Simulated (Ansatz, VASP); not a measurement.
## Ir: VASP beside Ansatz

```
CELL_PARAMETERS angstrom
0.00000 1.65086 1.65086
1.65086 0.00000 1.65086
1.65086 1.65086 0.00000
ATOMIC_POSITIONS crystal
Ir 0.00000 0.00000 0.00000
```

Change from the starting cell: volume scaled by 0.64, LAPW.

Alike in both runs: task single point; functional PBEsol; k mesh 19 × 19 × 19; occupations fermi-dirac, width 0.08 eV; no spin polarisation.

```csv
,VASP,Ansatz
version,VASP 6.6.1,Ansatz 0.2.0
potentials or method,"VASP PAW PBE potentials, release 64 (Ir), cutoff 520 eV","all-electron LAPW, scalar-relativistic"
```

Ansatz gave:

```
pressure (GPa) : 503.6
```

Task: What did VASP give for the same quantities?

Result: Pressure (GPa): 518.9.

VASP's potentials were made for PBE, not for PBEsol. Both programs put the cell under a high pressure, so it lies far from rest at this level. Ansatz ran all-electron here, and VASP with PAW potentials.

Neither program's run includes spin-orbit coupling. Noted on VASP's run: the cell as given lies far from equilibrium.
